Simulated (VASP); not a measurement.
# LiF (P6_3mc) in VASP: further runs

The runs below take LiF through single point, with PBE.

Everything below comes from runs of VASP 6.6.1. Logs are shortened: lines on timing, memory, paths and dates and some standing lists are left out, and cuts for length are marked.

## 1. The cell of the first run

It takes space group P6_3mc (No. 186, hexagonal). Conventional cell: a = 3.064 Å, b = 3.064 Å, c = 5.103 Å, α = 90.00°, β = 90.00°, γ = 120.00°. Within 2.5 Å of Li (site symmetry 3m) lie 4 F at 1.86 to 1.98 Å. F (site symmetry 3m) has 4 Li at 1.86 to 1.98 Å within 2.5 Å.

## 2. Single point, PBE (volume 10.370 Å^3 an atom, c/a of the conventional cell 1.6656)

Contents of INCAR:

```
PREC = Accurate
ENCUT = 520
EDIFF = 1E-6
ISMEAR = 0
SIGMA = 0.05
LREAL = False
LASPH = True
NELM = 100
ALGO = Normal
ISIF = 2
LWAVE = False
LCHARG = False
GGA = PE
NBANDS = 18
```

Contents of KPOINTS:

```
regular mesh
0
Gamma
  9 9 6
```

Contents of POSCAR:

```
LiF
1.0
    3.0637167905      0.0000000000      0.0000000000
   -1.5318583952      2.6532565706      0.0000000000
    0.0000000000      0.0000000000      5.1029266862
Li F
2 2
Direct
    0.3333333333      0.6666666667      0.3810713234
    0.6666666667      0.3333333333      0.8810713234
    0.3333333333      0.6666666667      0.9939266766
    0.6666666667      0.3333333333      0.4939266766
```

Potentials or basis: VASP PAW PBE potentials, release 64 (Li_sv, F).

On the command line:

```
> cat potpaw_PBE.64/Li_sv/POTCAR potpaw_PBE.64/F/POTCAR > POTCAR
> mpirun -np 1 vasp_std > vasp.out
```

OUTCAR:

```text
PREC = Accurate
   ENCUT = 520
   EDIFF = 1E-6
   ISMEAR = 0
   LREAL = False
   LASPH = True
   NELM = 100
   ISIF = 2
   GGA = PE

 ion  position               nearest neighbor table
   1  0.333  0.667  0.381-   4 1.86   4 1.86   4 1.86   3 1.98
   2  0.667  0.333  0.881-   3 1.86   3 1.86   3 1.86   4 1.98
   3  0.333  0.667  0.994-   2 1.86   2 1.86   2 1.86   1 1.98
   4  0.667  0.333  0.494-   1 1.86   1 1.86   1 1.86   2 1.98

  LATTYP: Found a hexagonal cell.
 ALAT       =     3.0637167905
 C/A-ratio  =     1.6656000000

  Lattice vectors:

 A1 = (   3.0637167905,   0.0000000000,   0.0000000000)
 A2 = (  -1.5318583952,   2.6532565706,   0.0000000000)
 A3 = (   0.0000000000,   0.0000000000,   5.1029266862)

Analysis of symmetry for initial positions (statically):
=====================================================================
 Subroutine PRICEL returns:
 Original cell was already a primitive cell.

 Routine SETGRP: Setting up the symmetry group for a
 hexagonal supercell.

 Subroutine GETGRP returns: Found 12 space group operations
 (whereof  6 operations were pure point group operations)
 out of a pool of 24 trial point group operations.

The static configuration has the point symmetry C_3v.
 The point group associated with its full space group is C_6v.

Analysis of symmetry for dynamics (positions and initial velocities):
=====================================================================
 Subroutine PRICEL returns:
 Original cell was already a primitive cell.

 Routine SETGRP: Setting up the symmetry group for a
 hexagonal supercell.

 Subroutine GETGRP returns: Found 12 space group operations
 (whereof  6 operations were pure point group operations)
 out of a pool of 24 trial point group operations.

The dynamic configuration has the point symmetry C_3v.
 The point group associated with its full space group is C_6v.

 Subroutine INISYM returns: Found 12 space group operations
 (whereof  6 operations are pure point group operations),
 and found     1 'primitive' translations

----------------------------------------------------------------------------------------

                                     Primitive cell

  volume of cell :      41.4808

  direct lattice vectors                    reciprocal lattice vectors
     3.063716791  0.000000000  0.000000000     0.326400927  0.188447663  0.000000000
    -1.531858395  2.653256571  0.000000000     0.000000000  0.376895326  0.000000000
     0.000000000  0.000000000  5.102926686     0.000000000  0.000000000  0.195965974

  length of vectors
     3.063716791  3.063716790  5.102926686     0.376895326  0.376895326  0.195965974

  position of ions in fractional coordinates (direct lattice)
     0.333333333  0.666666667  0.381071323
     0.666666667  0.333333333  0.881071323
     0.333333333  0.666666667  0.993926677
     0.666666667  0.333333333  0.493926677

  ion indices of the primitive-cell ions
   primitive index   ion index
                 1           1
                 2           2
                 3           3
                 4           4

----------------------------------------------------------------------------------------

 KPOINTS: regular mesh

Automatic generation of k-mesh.
 Grid dimensions read from file:
 generate k-points for:    9    9    6

 Generating k-lattice:

  Cartesian coordinates                     Fractional coordinates (reciprocal lattice)
     0.036266770  0.020938629  0.000000000     0.111111111  0.000000000  0.000000000
     0.000000000  0.041877258  0.000000000     0.000000000  0.111111111  0.000000000
     0.000000000  0.000000000  0.032660996     0.000000000  0.000000000  0.166666667

  Length of vectors
     0.041877258  0.041877258  0.032660996

  Shift w.r.t. Gamma in fractional coordinates (k-lattice)
     0.000000000  0.000000000  0.000000000

 Subroutine IBZKPT returns following result:
 ===========================================

 Found     48 irreducible k-points:

 Following reciprocal coordinates:
            Coordinates               Weight
  0.000000  0.000000  0.000000      1.000000
  0.111111  0.000000  0.000000      6.000000
  0.222222 -0.000000  0.000000      6.000000
  0.333333  0.000000  0.000000      6.000000
  0.444444 -0.000000  0.000000      6.000000
  0.111111  0.111111  0.000000      6.000000
[... 16 lines left out ...]
  0.333333  0.222222  0.166667     24.000000
  0.333333  0.333333  0.166667      4.000000
 [... further k-points ...]
   k-points           NKPTS =     48   k-points in BZ     NKDIM =     48   number of bands    NBANDS=     18
   number of dos      NEDOS =    301   number of ions     NIONS =      4
   total plane-waves  NPLWV =  23040
   dimension x,y,z NGX =    24 NGY =   24 NGZ =   40
   dimension x,y,z NGXF=    48 NGYF=   48 NGZF=   80
   ions per type =               2   2
   NGX,Y,Z   is equivalent  to a cutoff of  13.02, 13.02, 13.03 a.u.
   NGXF,Y,Z  is equivalent  to a cutoff of  26.05, 26.05, 26.06 a.u.
 SYSTEM =  unknown system
   PREC   = accura    normal or accurate (medium, high low for compatibility)
   ISTART =      0    job   : 0-new  1-cont  2-samecut
   ICHARG =      2    charge: 1-file 2-atom 10-const
   ISPIN  =      1    spin polarized calculation?
   LNONCOLLINEAR =      F non collinear calculations
   LSORBIT =      F    spin-orbit coupling
   LASPH  =      T    aspherical Exc in radial PAW
   ENCUT  =  520.0 eV  38.22 Ry    6.18 a.u.   5.70  5.70  9.49*2*pi/ulx,y,z
   NELM   =    100;   NELMIN=  2; NELMDL= -5     # of ELM steps
   EDIFF  = 0.1E-05   stopping-criterion for ELM
   LREAL  =      F    real-space projection
   EDIFFG = 0.1E-04   stopping-criterion for IOM
   NSW    =      0    number of steps for IOM
   IBRION =     -1    ionic relax: 0-MD 1-quasi-New 2-CG
   NFREE  =      0    steps in history (QN), initial steepest desc. (CG)
   ISIF   =      2    stress and relaxation
   ISYM   =      2    0-nonsym 1-usesym 2-fastsym
   POTIM  = 0.5000    time-step for ionic-motion
   TEBEG  =    0.0;   TEEND  =   0.0 temperature during run
   PSTRESS=    0.0 pullay stress
   NELECT =      20.0000    total number of electrons
   NUPDOWN=      -1.0000    fix difference up-down
   EMIN   =  10.00;   EMAX   =-10.00  energy-range for DOS
   EFERMI =   0.00;   METHOD = LEGACY
   ISMEAR =     0;   SIGMA  =   0.05  broadening in eV -4-tet -1-fermi 0-gaus
   EFERMI_NEDOS =   21; number of points for ismear=-14 and -15
   IALGO  =     38    algorithm
   IMIX   =      4    mixing-type and parameters
     AMIX     =   0.40;   BMIX     =  1.00
     AMIX_MAG =   1.60;   BMIX_MAG =  1.00
  volume/ion in A,a.u.               =      10.37        69.98
  Fermi-wavevector in a.u.,A,eV,Ry     =   1.283716  2.425872 22.421420  1.647928
  Thomas-Fermi vector in A             =   2.415953
   LORBIT       =      0    0 simple, 1 ext, 2 COOP (PROOUT), +10 PAW based schemes
   GGA     = PE    functional components
   LHFCALC =     F    Hartree Fock is set to
   AEXX    =    0.0000 exact exchange contribution
   IVDW    =     0    specifies the selected vdW correction
   LEPSILON=     F    determine dielectric tensor
   LRPA    =     F    only Hartree local field effects (RPA)
 non-spin polarized calculation
 Gauss-broadening in eV      SIGMA  =   0.05
  energy-cutoff  :      520.00
  volume of cell :       41.48
 maximum number of plane-waves:      1132
 NGX is ok and might be reduce to    24
   NGX = 11   NGY = 11   NGZ = 19

 number of electron      19.9999962 magnetization

 Free energy of the ion-electron system (eV)
  ---------------------------------------------------
  ext. energy  EPLUGINS =         0.00000000
  ---------------------------------------------------
  free energy    TOTEN  =       -19.27460749 eV

  energy without entropy =      -19.27460749  energy(sigma->0) =      -19.27460749

 E-fermi :  -2.4114     XC(G=0):  -8.6392

 val. band max:       -2.7355681526   @ k =   0.0000   0.0000   0.0000
 cond. band min:       4.9045639996   @ k =   0.0000   0.0000   0.0000
 fundamental gap:      7.6401321522
 Fermi energy:        -2.4114093472

 k-point     1 :       0.0000    0.0000    0.0000
  band No.  band energies     occupation
      1     -43.2143      2.00000
      2     -43.1874      2.00000
      3     -22.0335      2.00000
      4     -21.8531      2.00000
      5      -4.6882      2.00000
      6      -3.0133      2.00000
[... 10 lines left out ...]
     17      16.9763      0.00000
     18      16.9763      0.00000

 k-point     2 :       0.1111    0.0000    0.0000
  band No.  band energies     occupation
      1     -43.2108      2.00000
      2     -43.1854      2.00000
      3     -22.0171      2.00000
      4     -21.8460      2.00000
      5      -4.6242      2.00000
      6      -3.1575      2.00000
[... 10 lines left out ...]
     17      17.0788      0.00000
     18      17.1213      0.00000

 k-point     3 :       0.2222   -0.0000    0.0000
  band No.  band energies     occupation
      1     -43.2021      2.00000
      2     -43.1807      2.00000
      3     -21.9745      2.00000
      4     -21.8307      2.00000
      5      -4.4616      2.00000
      6      -3.5531      2.00000
[... 10 lines left out ...]
     17      17.1055      0.00000
     18      17.1079      0.00000

 k-point     4 :       0.3333    0.0000    0.0000
  band No.  band energies     occupation
      1     -43.1913      2.00000
      2     -43.1758      2.00000
      3     -21.9196      2.00000
      4     -21.8169      2.00000
      5      -4.3808      2.00000
      6      -3.8678      2.00000
[... 375 lines left out ...]
      4     -21.8184      2.00000
      5      -4.2458      2.00000
      6      -4.1454      2.00000
[... 10 lines left out ...]
     17      16.5269      0.00000
     18      17.9917      0.00000

 k-point    23 :       0.3333    0.2222    0.1667
  band No.  band energies     occupation
      1     -43.1789      2.00000
      2     -43.1736      2.00000
      3     -21.8520      2.00000
      4     -21.8185      2.00000
      5      -4.4755      2.00000
      6      -3.9846      2.00000
[... 10 lines left out ...]
     17      15.9048      0.00000
     18      17.8886      0.00000

 k-point    24 :       0.3333    0.3333    0.1667
  band No.  band energies     occupation
      1     -43.1749      2.00000
      2     -43.1749      2.00000
      3     -21.8287      2.00000
      4     -21.8287      2.00000
      5      -4.5144      2.00000
      6      -3.8034      2.00000
[... 10 lines left out ...]
     17      15.4636      0.00000
     18      18.0580      0.00000

 [... further k-points ...]

------------------------ aborting loop because EDIFF is reached ----------------------------------------

  FORCE on cell =-STRESS in cart. coord.  units (eV):
  Direction    XX          YY          ZZ          XY          YZ          ZX
  --------------------------------------------------------------------------------------
  -------------------------------------------------------------------------------------
  Total        0.4620878      0.4620878     -0.7956344      0.0000000      0.0000000      0.0000000
  in kB       17.8479304     17.8479304    -30.7310180      0.0000000      0.0000000      0.0000000
  external PRESSURE =       1.6549476 kB  Pullay stress =       0.0000000 kB

 VOLUME and BASIS-vectors are now :
 -----------------------------------------------------------------------------
  energy-cutoff  :      520.00
  volume of cell :       41.48
      direct lattice vectors                 reciprocal lattice vectors
     3.063716791  0.000000000  0.000000000     0.326400927  0.188447663  0.000000000
    -1.531858395  2.653256571  0.000000000     0.000000000  0.376895326  0.000000000
     0.000000000  0.000000000  5.102926686     0.000000000  0.000000000  0.195965974

 POSITION                                       TOTAL-FORCE (eV/Angst)
 -----------------------------------------------------------------------------------
     -0.00000      1.76884      1.94458        -0.000000     -0.000000     -0.157927
      1.53186      0.88442      4.49604         0.000000     -0.000000     -0.157927
     -0.00000      1.76884      5.07193        -0.000000      0.000000      0.157927
      1.53186      0.88442      2.52047        -0.000000     -0.000000      0.157927
 -----------------------------------------------------------------------------------
    total drift:                                0.000001      0.000001     -0.000624

  FREE ENERGIE OF THE ION-ELECTRON SYSTEM (eV)
  ---------------------------------------------------
  free  energy   TOTEN  =       -19.2746074927 eV

  energy  without entropy=      -19.2746074927  energy(sigma->0) =      -19.27460749
```

It took 12 s on 1 thread of Intel Xeon 6975P-C (Granite Rapids), shared host; peak memory 0.16 GiB.

Results:

```
Free energy            : -19.2746 eV
Largest force          : 0.158 eV/Å
Band gap on the k mesh : 7.64 eV, direct
```

Forces in eV/Å, atoms in the order of the input:
```
Li   0.000  0.000 -0.158
Li   0.000  0.000 -0.158
F    0.000  0.000  0.158
F    0.000  0.000  0.158
```

Caveat: the cutoff is under 1.25 times the usual one of these potentials, so pressure, stress and relaxed cells hold a basis-set (Pulay) error. A k mesh can miss the band edges.

## 3. Single point, PBE (volume 10.370 Å^3 an atom, c/a of the conventional cell 1.5216)

Contents of INCAR:

```
PREC = Accurate ; ENCUT = 520
EDIFF = 1E-6 ; ISMEAR = 0
SIGMA = 0.05 ; LREAL = False
LASPH = True ; NELM = 100
ALGO = Normal ; ISIF = 2
LWAVE = False ; LCHARG = False
GGA = PE ; NBANDS = 18
```

Contents of KPOINTS:

```
Automatic mesh
0
Gamma
  9 9 6
```

Contents of POSCAR:

```
LiF
1.0
    3.1574660352      0.0000000000      0.0000000000
   -1.5787330176      2.7344457981      0.0000000000
    0.0000000000      0.0000000000      4.8044003192
Li F
2 2
Direct
    0.3333333333      0.6666666667      0.3810713234
    0.6666666667      0.3333333333      0.8810713234
    0.3333333333      0.6666666667      0.9939266766
    0.6666666667      0.3333333333      0.4939266766
```

Potentials or basis: VASP PAW PBE potentials, release 64 (Li_sv, F).

On the command line:

```
> cat potpaw_PBE.64/Li_sv/POTCAR potpaw_PBE.64/F/POTCAR > POTCAR
> mpirun -np 1 vasp_std > vasp.out
```

It took 10 s on 1 thread of Intel Xeon 6975P-C (Granite Rapids), shared host; peak memory 0.16 GiB.

Results (log left out):

* Free energy: -19.2940 eV
* Largest force: 0.107 eV/Å
* Band gap on the k mesh: 7.56 eV, direct

Forces in eV/Å, atoms in the order of the input:
```
Li   0.000  0.000  0.107
Li   0.000  0.000  0.107
F    0.000  0.000 -0.107
F    0.000  0.000 -0.107
```

Levels at points of the mesh, in eV from the valence-band top:
| k point | band 8 | band 9 | band 10 | band 11 | band 12 | band 13 |
| --- | --- | --- | --- | --- | --- | --- |
| (0.00, 0.00, 0.00) | -0.17 | -0.17 | 0.00 | 7.56 | 11.93 | 14.99 |
| (0.00, 0.00, 0.50) | -0.34 | -0.34 | -0.34 | 9.26 | 9.26 | 17.51 |

Caveat: the cutoff is under 1.25 times the usual one of these potentials, so pressure, stress and relaxed cells hold a basis-set (Pulay) error.

## 4. Single point, PBE (volume 10.370 Å^3 an atom, c/a of the conventional cell 1.4325)

Contents of INCAR:

```
SYSTEM = LiF
PREC = Accurate
ENCUT = 520
EDIFF = 1E-6
ISMEAR = 0
SIGMA = 0.05
LREAL = .FALSE.
LASPH = .TRUE.
NELM = 100
ALGO = Normal
ISIF = 2
LWAVE = .FALSE.
LCHARG = .TRUE.
GGA = PE
LELF = .TRUE.
LVHAR = .TRUE.
NBANDS = 18
```

Contents of KPOINTS:

```
Automatic mesh
0
G
  9 9 6
  0 0 0
```

Contents of POSCAR:

```
LiF
1.0
    3.2216175111      0.0000000000      0.0000000000
   -1.6108087555      2.7900026059      0.0000000000
    0.0000000000      0.0000000000      4.6149670846
Li F
2 2
Direct
    0.3333333333      0.6666666667      0.3810713234
    0.6666666667      0.3333333333      0.8810713234
    0.3333333333      0.6666666667      0.9939266766
    0.6666666667      0.3333333333      0.4939266766
```

On the command line:

```
> cat potpaw_PBE.64/Li_sv/POTCAR potpaw_PBE.64/F/POTCAR > POTCAR
> mpirun -np 1 vasp_std > vasp.out
```

Run time: 10 s. Hardware: 1 thread of Intel Xeon 6975P-C (Granite Rapids), shared host; peak memory 0.16 GiB.

The run converged. Its results:

```yaml
Free_energy: -19.2388 eV
Largest_force: 0.409 eV/Å
Band_gap_on_the_k_mesh: 7.50 eV, direct
```

Forces on the atoms (eV/Å):
```
Li   0.000  0.000  0.409
Li   0.000  0.000  0.409
F    0.000  0.000 -0.409
F    0.000  0.000 -0.409
```

Levels at points of the mesh, in eV from the valence-band top:
| k point | band 7 | band 8 | band 9 | band 10 | band 11 | band 12 | band 13 | band 14 |
| --- | --- | --- | --- | --- | --- | --- | --- | --- |
| (0.00, 0.00, 0.00) | -0.63 | -0.21 | -0.21 | 0.00 | 7.50 | 12.24 | 15.30 | 17.49 |
| (0.00, 0.00, 0.50) | -0.42 | -0.42 | -0.42 | -0.42 | 9.29 | 9.29 | 17.73 | 17.73 |

Caveat: the cutoff is under 1.25 times the usual one of these potentials, so pressure, stress and relaxed cells hold a basis-set (Pulay) error.

## 5. Single point, PBE (volume 10.370 Å^3 an atom, c/a of the conventional cell 1.6161)

Contents of INCAR:

```
SYSTEM = LiF
PREC = Accurate
ENCUT = 520
EDIFF = 1E-6
ISMEAR = 0
SIGMA = 0.05
LREAL = .False.
LASPH = .True.
NELM = 60
ALGO = Normal
ISIF = 2
LWAVE = .False.
LCHARG = .False.
GGA = PE
NBANDS = 18
```

Contents of KPOINTS:

```
regular mesh
0
Gamma
  9 9 6
  0 0 0
```

Contents of POSCAR:

```
LiF
1.0
    3.0946825828      0.0000000000      0.0000000000
   -1.5473412914      2.6800737333      0.0000000000
    0.0000000000      0.0000000000      5.0013165220
Li F
2 2
Direct
    0.3333333333      0.6666666667      0.3810713234
    0.6666666667      0.3333333333      0.8810713234
    0.3333333333      0.6666666667      0.9939266766
    0.6666666667      0.3333333333      0.4939266766
```

On the command line:

```
> cat potpaw_PBE.64/Li_sv/POTCAR potpaw_PBE.64/F/POTCAR > POTCAR
> mpirun -np 1 vasp_std > vasp.out
```

Wall time 11 s (1 thread of Intel Xeon 6975P-C (Granite Rapids), shared host); peak memory 0.16 GiB.

It converged, with:

```
Free energy            : -19.2937 eV
Largest force          : 0.089 eV/Å
Band gap on the k mesh : 7.61 eV, direct
```

Forces in eV/Å, atoms in the order of the input:
```
Li   0.000  0.000 -0.089
Li   0.000  0.000 -0.089
F    0.000  0.000  0.089
F    0.000  0.000  0.089
```

Levels at points of the mesh, in eV from the valence-band top:
```csv
k point,band 7,band 8,band 9,band 10,band 11,band 12,band 13,band 14
"(0.00, 0.00, 0.00)",-0.36,-0.10,-0.10,0.00,7.61,11.67,14.74,18.52
"(0.00, 0.00, 0.50)",-0.23,-0.23,-0.23,-0.23,9.24,9.24,17.05,17.05
```

Caveat: the cutoff is under 1.25 times the usual one of these potentials, so pressure, stress and relaxed cells hold a basis-set (Pulay) error. A k mesh can miss the band edges.

(Continued in part 2 of 2.)
